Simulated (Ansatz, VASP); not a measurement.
## One calculation of Ga4SbAs3, two programs

```xyz
8
Lattice="7.5953 -2.0410 0.0358 7.5953 2.0410 0.0358 -3.3049 0.0000 6.2381" Properties=species:S:1:pos:R:3 pbc="T T T"
As   13.0316    0.0000    4.2596
As   11.1115    0.0000    0.5850
As    7.0026    0.0000    1.0586
Ga   -0.0118    0.0000    5.4098
Ga   13.3270    0.0000    1.7689
Ga    9.2203    0.0000    2.1325
Ga    4.1921    0.0000    4.8750
Sb    1.8891    0.0000    3.6431
```

Alike in both runs: task single point; functional PBE; k mesh 6 × 6 × 4; occupations fermi-dirac, width 0.02 eV; no spin polarisation.

|  | VASP | Ansatz |
| --- | --- | --- |
| version | VASP 6.6.1 | Ansatz 0.2.0 |
| potentials or method | VASP PAW PBE potentials, release 64 (As, Ga_d, Sb) | plane waves, PAW |
| plane-wave cutoff (eV) | 520 | 420 |
| valence electrons in the cell | 72 | 112 |

```tsv
	VASP	Ansatz	Ansatz less VASP
pressure (GPa)	2.7	2.5	-0.16
rms of the force components (eV/Å)	0.018	0.018	+0.0002
```

The functional is the same, so the differences come from potentials, cutoffs and numerics. VASP's potentials hold 72 valence electrons a cell and Ansatz's 112, so a difference there can come from the potentials and not from the codes.

Neither program's run includes spin-orbit coupling.
